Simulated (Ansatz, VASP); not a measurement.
**Zn3Se2S in VASP and in Ansatz**

```
Zn Se S
1.0
     3.98599    0.00000    0.00000
    -1.99299    3.45197    0.00000
     0.00000    0.00000    9.76559
Zn Se S
3 2 1
Cartesian
  0.0000 0.0000 9.6727
  1.9930 1.1507 3.2528
  0.0000 2.3013 6.6019
  1.9930 1.1507 0.7780
  0.0000 2.3013 4.1181
  0.0000 0.0000 7.3146
```

Alike in both runs: task single point; functional PBE; k mesh 12 × 12 × 4; occupations gaussian, width 0.02 eV; no spin polarisation.

```csv
,VASP,Ansatz
version,VASP 6.6.1,Ansatz 0.2.0
potentials or method,"VASP PAW PBE potentials, release 64 (Zn, Se, S), cutoff 520 eV","scalar-relativistic, plane waves, PAW"
valence electrons in the cell,54,74
```

|  | VASP | Ansatz | Ansatz less VASP |
| --- | --- | --- | --- |
| gap on the k mesh at the Fermi level (eV) | 1.26 | 1.26 | 0.000 |
| least direct gap on the mesh (eV) | 1.26 | 1.26 | 0.000 |
| pressure (GPa) | 0.2 | 0.0 | -0.20 |
| rms of the force components (eV/Å) | 0.003 | 0.003 | -0.0004 |

Atom by atom the forces differ by 0.002 eV/Å (rms over components). VASP's potentials hold 54 valence electrons a cell and Ansatz's 74, so a difference there can come from the potentials and not from the codes.
